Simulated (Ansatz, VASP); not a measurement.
**One calculation of GaSb, two programs**

Contents of POSCAR:

```
GaSb
1.0
    0.0000000000      3.1262842996      3.1262842996
    3.1262842996      0.0000000000      3.1262842996
    3.1262842996      3.1262842996      0.0000000000
Ga Sb
1 1
Direct
    0.0000000000      0.0000000000      0.0000000000
    0.2500000000      0.2500000000      0.2500000000
```

Contents of INCAR.step1:

```
SYSTEM = GaSb
PREC = Accurate ; ENCUT = 520
ISMEAR = 0 ; SIGMA = 0.02
LREAL = .FALSE. ; LASPH = .TRUE.
NELM = 100 ; NBANDS = 16
GGA = PE ; ALGO = Normal
EDIFF = 1E-4 ; LWAVE = .TRUE.
LCHARG = .FALSE.
```

File INCAR.step2:

```
SYSTEM = GaSb
PREC = Accurate ; ENCUT = 520
EDIFF = 1E-7 ; ISMEAR = 0
SIGMA = 0.02 ; LREAL = .FALSE.
LASPH = .TRUE. ; NELM = 100
ALGO = Normal ; ISIF = 2
LWAVE = .FALSE. ; LCHARG = .FALSE.
METAGGA = R2SCAN ; LMIXTAU = .TRUE.
NBANDS = 16 ; ISTART = 1
```

Contents of KPOINTS:

```
regular mesh
0
G
  10 10 10
  0 0 0
```

Input for Ansatz:

```yaml
crystal:
  lattice:
    - [0.0, 3.1262842996, 3.1262842996]
    - [3.1262842996, 0.0, 3.1262842996]
    - [3.1262842996, 3.1262842996, 0.0]
  atoms:
    - { symbol: Ga, position: [0.0, 0.0, 0.0] }
    - { symbol: Sb, position: [0.25, 0.25, 0.25] }
basis:
  ecutwfc: 500
kpoints:
  mp_grid: { grid: [10, 10, 10] }
hamiltonian:
  xc: r2scan
scf:
  occupations: { method: gaussian, width: 0.02 }
output:
  forces: true
  stress: true
  eigenvalues: true
```

Alike in both runs: task single point; functional r2SCAN; k mesh 10 × 10 × 10; occupations gaussian, width 0.02 eV; no spin polarisation.

|  | VASP | Ansatz |
| --- | --- | --- |
| version | VASP 6.6.1 | Ansatz 0.2.0 |
| potentials or method | VASP PAW PBE potentials, release 64 (Ga_d, Sb), cutoff 520 eV | scalar-relativistic, plane waves, PAW |
| valence electrons in the cell | 18 | 28 |

```csv
,VASP,Ansatz,Ansatz less VASP
gap on the k mesh at the Fermi level (eV),none,none,-
pressure (GPa),-2.6,-2.7,-0.07
```

VASP's potentials were made for PBE, not for r2SCAN. A gap of «none» marks a metal or a gap that the smearing closes. With one functional, cell and mesh, what is left measures potentials, basis and numerics. VASP's potentials hold 18 valence electrons a cell and Ansatz's 28, so a difference there can come from the potentials and not from the codes.

Neither program's run includes spin-orbit coupling.
